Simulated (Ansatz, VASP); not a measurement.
Two plane-wave programs on GaP

File INCAR:

```
PREC = Accurate
ENCUT = 500
EDIFF = 1E-6
ISMEAR = 0
SIGMA = 0.1
LREAL = False
LASPH = True
NELM = 120
ALGO = Normal
ISIF = 2
LWAVE = False
LCHARG = False
GGA = PE
NBANDS = 16
GGA_COMPAT = False
```

KPOINTS

```
regular mesh
0
Gamma
  4 4 4
```

File POSCAR:

```
GaP
1.0
    0.0000000000      2.7258124945      2.7258124945
    2.7258124945      0.0000000000      2.7258124945
    2.7258124945      2.7258124945      0.0000000000
Ga P
1 1
Direct
    0.1320000000      0.5350000000      0.2830000000
    0.3820000000      0.7850000000      0.5330000000
```

Input for Ansatz:

```yaml
crystal:
  lattice:
    - [0.0, 2.7258124945, 2.7258124945]
    - [2.7258124945, 0.0, 2.7258124945]
    - [2.7258124945, 2.7258124945, 0.0]
  atoms:
    - { symbol: Ga, position: [0.132, 0.535, 0.283] }
    - { symbol: P, position: [0.382, 0.785, 0.533] }
basis:
  ecutwfc: 420
kpoints:
  mp_grid: { grid: [4, 4, 4] }
hamiltonian:
  xc: pbe
scf:
  occupations: { method: gaussian, width: 0.1 }
  lower_state_search: "off"
  max_iter: 59
output:
  forces: true
  stress: true
  eigenvalues: true
```

Alike in both runs: task single point; functional PBE; k mesh 4 × 4 × 4; occupations gaussian, width 0.1 eV; no spin polarisation.

|  | VASP | Ansatz |
| --- | --- | --- |
| version | VASP 6.6.1 | Ansatz 0.2.0 |
| potentials or method | VASP PAW PBE potentials, release 64 (Ga_d, P), cutoff 500 eV | scalar-relativistic, plane waves, PAW |
| valence electrons in the cell | 18 | 18 |

Ansatz gave:

- gap on the k mesh at the Fermi level (eV): 1.63
- least direct gap on the mesh (eV): 1.81
- pressure (GPa): 2.9

**Question.** What did VASP give for the same quantities?

**Answer.** gap on the k mesh at the Fermi level (eV): 1.63; least direct gap on the mesh (eV): 1.81; pressure (GPa): 2.8.

The functional is the same, so the differences come from potentials, cutoffs and numerics.

The k mesh is coarse, so the values compare programs but aren't converged.
